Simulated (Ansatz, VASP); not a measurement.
This is a calculation of B for VASP 6.6.1.

POSCAR

```
B
1.0
    2.3616476051      0.0000000000      0.0000000000
    0.0000000000      2.3616476051      0.0000000000
    0.0000000000      0.0000000000      1.5962922266
B
1
Direct
    0.5000000000      0.5000000000      0.5000000000
```

INCAR.step1

```
  ALGO = Normal
  EDIFF = 1E-5
  ENCUT = 520
  GGA = PE
  ISIF = 2
  ISMEAR = -1
  LASPH = True
  LCHARG = False
  LREAL = False
  LWAVE = True
  NBANDS = 8
  NELM = 80
  PREC = Accurate
  SIGMA = 0.05
```

File INCAR.step2:

```
  AEXX = 0.2
  AGGAC = 0.81
  AGGAX = 0.72
  ALDAC = 0.19
  ALGO = Normal
  EDIFF = 1E-7
  ENCUT = 520
  GGA = B3
  ISIF = 2
  ISMEAR = -1
  ISTART = 1
  LASPH = True
  LCHARG = False
  LHFCALC = True
  LREAL = False
  LWAVE = False
  NBANDS = 8
  NELM = 80
  PREC = Accurate
  PRECFOCK = Normal
  SIGMA = 0.05
```

KPOINTS

```
k-points
0
Gamma
  6 6 8
```

Potentials or basis: VASP PAW PBE potentials, release 64 (B).

Launch:

```sh
$ cat potpaw_PBE.64/B/POTCAR > POTCAR
$ cp INCAR.step1 INCAR
$ mpirun -np 1 vasp_std > vasp.out
$ cp INCAR.step2 INCAR
$ mpirun -np 1 vasp_std > vasp.out
```

Question: Translate it to Ansatz 0.2.0. Potentials there: Ansatz PAW.

Answer: As run (the cutoff follows the program's own potentials):

input.yaml

```yaml
crystal:
  lattice:
    - [2.3616476051, 0.0, 0.0]
    - [0.0, 2.3616476051, 0.0]
    - [0.0, 0.0, 1.5962922266]
  atoms:
    - { symbol: B, position: [0.5, 0.5, 0.5] }
hamiltonian:
  xc: b3lyp
  pseudopotentials: { kind: paw }
kpoints:
  mp_grid: { grid: [6, 6, 8] }
scf:
  occupations: { method: fermi_dirac, width: 0.05 }
output:
  forces: true
  stress: true
  eigenvalues: true
```

Potentials or basis: Ansatz PAW.

Launch:

```sh
$ ansatz run input.yaml --threads 2 --pin off --max-ram 5632MiB --backend cpu --events-out ev --progress --plain --runs-dir out
```

Both were run:

|  | VASP | Ansatz | Ansatz less VASP |
| --- | --- | --- | --- |
| gap on the k mesh at the Fermi level (eV) | none | none | - |
| pressure (GPa) | -1.3 | -1.0 | +0.32 |
| traceless stress, the component that is largest in VASP (GPa) | -23.28 | -22.60 | +0.680 |

VASP's potentials were made for PBE, not for B3LYP. A gap of «none» marks a metal or a gap that the smearing closes.

The k mesh is coarse, so the values compare programs but aren't converged.
